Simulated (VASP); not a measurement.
Here is a VASP 6.6.1 calculation.

INCAR

```
  PREC = Accurate
  ENCUT = 520
  EDIFF = 1E-6
  ISMEAR = 0
  SIGMA = 0.01
  LREAL = False
  LASPH = True
  NELM = 60
  ALGO = Normal
  ISIF = 2
  LWAVE = False
  LCHARG = False
  GGA = PS
  NBANDS = 16
```

Contents of KPOINTS:

```
Automatic mesh
0
Gamma
  8 8 6
```

File POSCAR:

```
SiC
1.0
    3.1372873959      0.0000000000      0.0000000000
   -1.5686436980      2.7169705838      0.0000000000
    0.0000000000      0.0000000000      4.9869609296
Si C
2 2
Direct
    0.3333333333      0.6666666667      0.0045931152
    0.6666666667      0.3333333333      0.5045931152
    0.3333333333      0.6666666667      0.3804068848
    0.6666666667      0.3333333333      0.8804068848
```

Potentials or basis: VASP PAW PBE potentials, release 64 (Si, C).

Run with:

```console
$ cat potpaw_PBE.64/Si/POTCAR potpaw_PBE.64/C/POTCAR > POTCAR
$ mpirun -np 1 vasp_std > vasp.out
```

Predict the pressure.

-5.2 GPa.

Estimate the largest force.

0.326 eV/Å.

What does it give for the band gap on the k mesh?

2.38 eV (least direct gap 3.50 eV).

Forces in eV/Å, atoms in the order of the input:
```
Si   0.000  0.000 -0.326
Si   0.000  0.000 -0.326
C    0.000  0.000  0.326
C    0.000  0.000  0.326
```

Caveat: the cell differs from its parent crystal (in-plane strain +0.02); the stress differs along the axes, from -11 to 6 GPa; the PAW data sets were made with another functional, which shifts forces and pressure a little. A k mesh can miss the band edges.
